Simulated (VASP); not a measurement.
# Rh (Immm) in VASP: further runs, part 2 of 2

VASP 6.6.1.

**4. Single point, LDA**

This run uses another cell than the first one, of 14.01 Å³/atom.

Input file INCAR:

```
ALGO = Fast ; EDIFF = 1E-6
ENCUT = 520 ; GGA = CA
ISIF = 2 ; ISMEAR = 0
LASPH = True ; LCHARG = False
LREAL = False ; LWAVE = False
NBANDS = 14 ; NELM = 80
PREC = Accurate ; SIGMA = 0.15
```

Input file KPOINTS:

```
k-points
0
Gamma
  20 20 20
```

Input file POSCAR:

```
Rh
1.0
   -0.2815552893      1.9521166722      1.8770352617
    1.9521166722     -0.2815552893      1.8770352617
    1.6705613829      1.6705613829      0.0000000000
Rh
1
Direct
    0.0000000000      0.0000000000      0.0000000000
```

Potentials or basis: VASP PAW LDA potentials, release 64 (Rh_pv).

Command:

```
> cat potpaw_LDA.64/Rh_pv/POTCAR > POTCAR
> mpirun -np 1 vasp_std > vasp.out
```

OUTCAR:

```text
EDIFF = 1E-6
   ENCUT = 520
   GGA = CA
   ISIF = 2
   ISMEAR = 0
   LASPH = True
   LREAL = False
   NELM = 80
   PREC = Accurate

 ion  position               nearest neighbor table
   1  0.000  0.000  0.000-

  LATTYP: Found a body centered orthorhombic cell.
 ALAT       =     2.3625305645
 B/A-ratio  =     1.3370786517
 C/A-ratio  =     1.5890040027

  Lattice vectors:

 A1 = (   0.2815552893,  -1.9521166722,  -1.8770352617)
 A2 = (  -0.2815552893,   1.9521166722,  -1.8770352617)
 A3 = (   1.9521166722,  -0.2815552893,   1.8770352617)

Analysis of symmetry for initial positions (statically):
=====================================================================
 Subroutine PRICEL returns:
 Original cell was already a primitive cell.

 Routine SETGRP: Setting up the symmetry group for a
 body centered orthorhombic supercell.

 Subroutine GETGRP returns: Found  8 space group operations
 (whereof  8 operations were pure point group operations)
 out of a pool of  8 trial point group operations.

The static configuration has the point symmetry D_2h.

Analysis of symmetry for dynamics (positions and initial velocities):
=====================================================================
 Subroutine PRICEL returns:
 Original cell was already a primitive cell.

 Routine SETGRP: Setting up the symmetry group for a
 body centered orthorhombic supercell.

 Subroutine GETGRP returns: Found  8 space group operations
 (whereof  8 operations were pure point group operations)
 out of a pool of  8 trial point group operations.

The dynamic configuration has the point symmetry D_2h.

 Subroutine INISYM returns: Found  8 space group operations
 (whereof  8 operations are pure point group operations),
 and found     1 'primitive' translations

----------------------------------------------------------------------------------------

                                     Primitive cell

  volume of cell :      14.0083

  direct lattice vectors                    reciprocal lattice vectors
    -0.281555289  1.952116672  1.877035262    -0.223846656  0.223846656  0.266377521
     1.952116672 -0.281555289  1.877035262     0.223846656 -0.223846656  0.266377521
     1.670561383  1.670561383  0.000000000     0.299300585  0.299300585 -0.266377521

  length of vectors
     2.722736538  2.722736538  2.362530564     0.413728939  0.413728939  0.500118651

  position of ions in fractional coordinates (direct lattice)
     0.000000000  0.000000000  0.000000000

  ion indices of the primitive-cell ions
   primitive index   ion index
                 1           1

----------------------------------------------------------------------------------------

 KPOINTS: k-points

Automatic generation of k-mesh.
 Grid dimensions read from file:
 generate k-points for:   20   20   20

 Generating k-lattice:

  Cartesian coordinates                     Fractional coordinates (reciprocal lattice)
    -0.011192333  0.011192333  0.013318876     0.050000000  0.000000000  0.000000000
     0.011192333 -0.011192333  0.013318876     0.000000000  0.050000000  0.000000000
     0.014965029  0.014965029 -0.013318876    -0.000000000 -0.000000000  0.050000000

  Length of vectors
     0.020686447  0.020686447  0.025005933

  Shift w.r.t. Gamma in fractional coordinates (k-lattice)
     0.000000000  0.000000000  0.000000000

 Subroutine IBZKPT returns following result:
 ===========================================

 Found   1166 irreducible k-points:

 Following reciprocal coordinates:
            Coordinates               Weight
  0.000000  0.000000  0.000000      1.000000
  0.050000  0.000000  0.000000      4.000000
  0.100000 -0.000000  0.000000      4.000000
  0.150000  0.000000  0.000000      4.000000
  0.200000 -0.000000  0.000000      4.000000
  0.250000  0.000000  0.000000      4.000000
[... 16 lines left out ...]
 -0.400000  0.050000  0.000000      4.000000
 -0.350000  0.050000  0.000000      4.000000
 [... further k-points ...]
   k-points           NKPTS =   1166   k-points in BZ     NKDIM =   1166   number of bands    NBANDS=     14
   number of dos      NEDOS =    301   number of ions     NIONS =      1
   total plane-waves  NPLWV =   7200
   dimension x,y,z NGX =    20 NGY =   20 NGZ =   18
   dimension x,y,z NGXF=    40 NGYF=   40 NGZF=   36
   ions per type =               1
   NGX,Y,Z   is equivalent  to a cutoff of  12.21, 12.21, 12.67 a.u.
   NGXF,Y,Z  is equivalent  to a cutoff of  24.42, 24.42, 25.33 a.u.
 SYSTEM =  unknown system
   PREC   = accura    normal or accurate (medium, high low for compatibility)
   ISTART =      0    job   : 0-new  1-cont  2-samecut
   ICHARG =      2    charge: 1-file 2-atom 10-const
   ISPIN  =      1    spin polarized calculation?
   LNONCOLLINEAR =      F non collinear calculations
   LSORBIT =      F    spin-orbit coupling
   LASPH  =      T    aspherical Exc in radial PAW
   ENCUT  =  520.0 eV  38.22 Ry    6.18 a.u.   5.06  5.06  4.39*2*pi/ulx,y,z
   NELM   =     80;   NELMIN=  2; NELMDL= -5     # of ELM steps
   EDIFF  = 0.1E-05   stopping-criterion for ELM
   LREAL  =      F    real-space projection
   EDIFFG = 0.1E-04   stopping-criterion for IOM
   NSW    =      0    number of steps for IOM
   IBRION =     -1    ionic relax: 0-MD 1-quasi-New 2-CG
   NFREE  =      0    steps in history (QN), initial steepest desc. (CG)
   ISIF   =      2    stress and relaxation
   ISYM   =      2    0-nonsym 1-usesym 2-fastsym
   POTIM  = 0.5000    time-step for ionic-motion
   TEBEG  =    0.0;   TEEND  =   0.0 temperature during run
   PSTRESS=    0.0 pullay stress
   NELECT =      15.0000    total number of electrons
   NUPDOWN=      -1.0000    fix difference up-down
   EMIN   =  10.00;   EMAX   =-10.00  energy-range for DOS
   EFERMI =   0.00;   METHOD = LEGACY
   ISMEAR =     0;   SIGMA  =   0.15  broadening in eV -4-tet -1-fermi 0-gaus
   EFERMI_NEDOS =   21; number of points for ismear=-14 and -15
   IALGO  =     68    algorithm
   IMIX   =      4    mixing-type and parameters
     AMIX     =   0.40;   BMIX     =  1.00
     AMIX_MAG =   1.60;   BMIX_MAG =  1.00
  volume/ion in A,a.u.               =      14.01        94.53
  Fermi-wavevector in a.u.,A,eV,Ry     =   1.674855  3.165017 38.166228  2.805139
  Thomas-Fermi vector in A             =   2.759577
   LORBIT       =      0    0 simple, 1 ext, 2 COOP (PROOUT), +10 PAW based schemes
   GGA     = CA    functional components
   LHFCALC =     F    Hartree Fock is set to
   AEXX    =    0.0000 exact exchange contribution
   IVDW    =     0    specifies the selected vdW correction
   LEPSILON=     F    determine dielectric tensor
   LRPA    =     F    only Hartree local field effects (RPA)
 non-spin polarized calculation
 RMM-DIIS sequential band-by-band and
 Gauss-broadening in eV      SIGMA  =   0.15
  energy-cutoff  :      520.00
  volume of cell :       14.01
 maximum number of plane-waves:       392
   NGX = 11   NGY = 11   NGZ =  9

 number of electron      15.0000005 magnetization

 Free energy of the ion-electron system (eV)
  ---------------------------------------------------
  ext. energy  EPLUGINS =         0.00000000
  ---------------------------------------------------
  free energy    TOTEN  =        -8.10308588 eV

  energy without entropy =       -8.08315859  energy(sigma->0) =       -8.09312224

 E-fermi :  11.2451     XC(G=0): -14.1675

 val. band max:       11.2449144235   @ k =   0.1000   0.0500   0.4500
 cond. band min:      11.2477377050   @ k =  -0.1500   0.2000   0.1500
 fundamental gap:      0.0028232815
 Fermi energy:        11.2450707621

 k-point     1 :       0.0000    0.0000    0.0000
  band No.  band energies     occupation
      1     -34.6883      2.00000
      2     -34.6853      2.00000
      3     -34.6310      2.00000
      4       3.5471      2.00000
      5       6.8512      2.00000
      6       6.8722      2.00000
      7      10.2496      2.00000
      8      10.8909      1.99916
      9      11.2959      0.63168
     10      26.6426      0.00000
     11      28.5746      0.00000
     12      31.9328      0.00000
     13      34.4626      0.00000
     14      37.7283      0.00000
[... 377 lines left out ...]
      1     -35.1556      2.00000
      2     -34.6901      2.00000
      3     -34.6822      2.00000
      4       5.1267      2.00000
      5       7.0161      2.00000
      6       9.1629      2.00000
      7      10.2291      2.00000
      8      10.8378      1.99988
      9      12.0733      0.00000
     10      20.4196      0.00000
     11      28.3821      0.00000
     12      31.9323      0.00000
     13      32.5843      0.00000
     14      37.3403      0.00000

 [... further k-points ...]

------------------------ aborting loop because EDIFF is reached ----------------------------------------

  FORCE on cell =-STRESS in cart. coord.  units (eV):
  Direction    XX          YY          ZZ          XY          YZ          ZX
  --------------------------------------------------------------------------------------
  -------------------------------------------------------------------------------------
  Total        1.4435449      1.4435449     -1.5457980      3.6286595     -0.0000000      0.0000000
  in kB      165.1036287    165.1036287   -176.7986988    415.0233588     -0.0000000      0.0000000
  external PRESSURE =      51.1361862 kB  Pullay stress =       0.0000000 kB

 VOLUME and BASIS-vectors are now :
 -----------------------------------------------------------------------------
  energy-cutoff  :      520.00
  volume of cell :       14.01
      direct lattice vectors                 reciprocal lattice vectors
    -0.281555289  1.952116672  1.877035262    -0.223846656  0.223846656  0.266377521
     1.952116672 -0.281555289  1.877035262     0.223846656 -0.223846656  0.266377521
     1.670561383  1.670561383  0.000000000     0.299300585  0.299300585 -0.266377521

 POSITION                                       TOTAL-FORCE (eV/Angst)
 -----------------------------------------------------------------------------------
      0.00000      0.00000      0.00000         0.000000     -0.000000      0.000000
 -----------------------------------------------------------------------------------
    total drift:                                0.000000     -0.000000      0.000000

  FREE ENERGIE OF THE ION-ELECTRON SYSTEM (eV)
  ---------------------------------------------------
  free  energy   TOTEN  =        -8.1030858821 eV

  energy  without entropy=       -8.0831585895  energy(sigma->0) =       -8.09312224
```

OSZICAR:

```text
N       E                     dE             d eps       ncg     rms          rms(c)
DAV:   1     0.120800358921E+03    0.12080E+03   -0.87781E+03 32768   0.114E+03
DAV:   2    -0.695766787215E+01   -0.12776E+03   -0.12201E+03 35708   0.341E+02
DAV:   3    -0.857294771698E+01   -0.16153E+01   -0.16116E+01 40250   0.424E+01
DAV:   4    -0.857917400158E+01   -0.62263E-02   -0.62261E-02 37280   0.269E+00
DAV:   5    -0.857923034205E+01   -0.56340E-04   -0.56341E-04 39320   0.227E-01    0.113E+01
RMM:   6    -0.812640490081E+01    0.45283E+00   -0.70268E-01 34952   0.805E+00    0.445E+00
RMM:   7    -0.810777217061E+01    0.18633E-01   -0.21397E-02 36490   0.156E+00    0.207E+00
RMM:   8    -0.810318858026E+01    0.45836E-02   -0.49643E-03 38782   0.848E-01    0.116E-01
RMM:   9    -0.810308466030E+01    0.10392E-03   -0.61006E-04 39752   0.280E-01    0.569E-02
RMM:  10    -0.810308381103E+01    0.84928E-06   -0.92864E-05 40127   0.131E-01    0.611E-03
RMM:  11    -0.810308562860E+01   -0.18176E-05   -0.17314E-05 38731   0.541E-02    0.554E-03
RMM:  12    -0.810308588214E+01   -0.25353E-06   -0.40088E-06 31155   0.268E-02
   1 F= -.81030859E+01 E0= -.80931222E+01  d E =-.199273E-01
```

stdout:

```text
POSCAR found type information on POSCAR Rh
 POSCAR found :  1 types and       1 ions
 scaLAPACK will be used
 LDA part: xc-table for (Slater(with rela. corr.)+CA(PZ))
 , standard interpolation
 POSCAR, INCAR and KPOINTS ok, starting setup
 FFT: planning ... GRIDC
 FFT: planning ... GRID_SOFT
 FFT: planning ... GRID
 WAVECAR not read
 entering main loop
WARNING in EDDRMM: call to ZHEGV failed, returncode =   8  4     12
WARNING in EDDRMM: call to ZHEGV failed, returncode =   8  4     13
WARNING in EDDRMM: call to ZHEGV failed, returncode =   8  4     12
```

It took 73 s on 1 thread of Intel Xeon 6975P-C (Granite Rapids), shared host; peak memory 0.29 GiB.

Results:

| Quantity | Value |
| --- | --- |
| Free energy | -8.1031 eV |
| Pressure | 5.1 GPa |
| Band gap on the k mesh | zero (an odd number of electrons rules out a gap without spin polarisation) |

Stress tensor (GPa, compression positive):
```
 16.51  41.50   0.00
 41.50  16.51   0.00
  0.00   0.00 -17.68
```

Levels at points of the mesh, in eV from the Fermi level:
| k point | band 4 | band 5 | band 6 | band 7 | band 8 | band 9 | band 10 | band 11 |
| --- | --- | --- | --- | --- | --- | --- | --- | --- |
| (0.00, 0.00, 0.00) | -7.70 | -4.39 | -4.37 | -1.00 | -0.35 | 0.05 | 15.40 | 17.33 |
| (0.50, 0.00, 0.00) | -6.21 | -4.10 | -1.14 | -0.68 | -0.25 | 1.32 | 6.75 | 16.95 |
| (0.50, 0.50, 0.00) | -6.50 | -5.79 | 1.07 | 1.27 | 1.34 | 3.74 | 8.09 | 12.72 |
| (0.00, 0.00, 0.50) | -6.01 | -4.71 | -1.56 | 0.33 | 1.53 | 2.61 | 11.16 | 14.77 |
| (0.50, 0.00, 0.50) | -6.12 | -5.75 | -0.13 | 0.73 | 1.76 | 3.68 | 12.54 | 13.72 |

Caveat: the stress differs along the axes, from -18 to 17 GPa.

**5. Summary**

| cell | gap on the mesh (eV) | pressure (GPa) |
| --- | --- | --- |
| a = 2.697, b = 2.697, c = 2.460 Å, angles 62.9, 62.9, 67.4°, 1 atom | none | -1.6 |
| a = 2.692, b = 2.692, c = 2.593 Å, angles 61.2, 61.2, 64.1°, 1 atom | none | -10.9 |
| a = 2.723, b = 2.723, c = 2.363 Å, angles 64.3, 64.3, 70.9°, 1 atom | none | 5.1 |

Alike in all rows: task single point; level LDA; potentials or basis VASP PAW LDA potentials, release 64 (Rh_pv); no spin polarisation; k mesh 20 × 20 × 20; cutoff (eV) 520; smearing gaussian 0.15 eV.

Caveats: the stress differs along the axes, from -12 to 4 GPa (at least some runs); the cell stands under tension (at least some runs); the stress differs along the axes, from -18 to 17 GPa (at least some runs).

Total energies depend on the potentials used, so only differences within one code and one set of settings carry meaning.
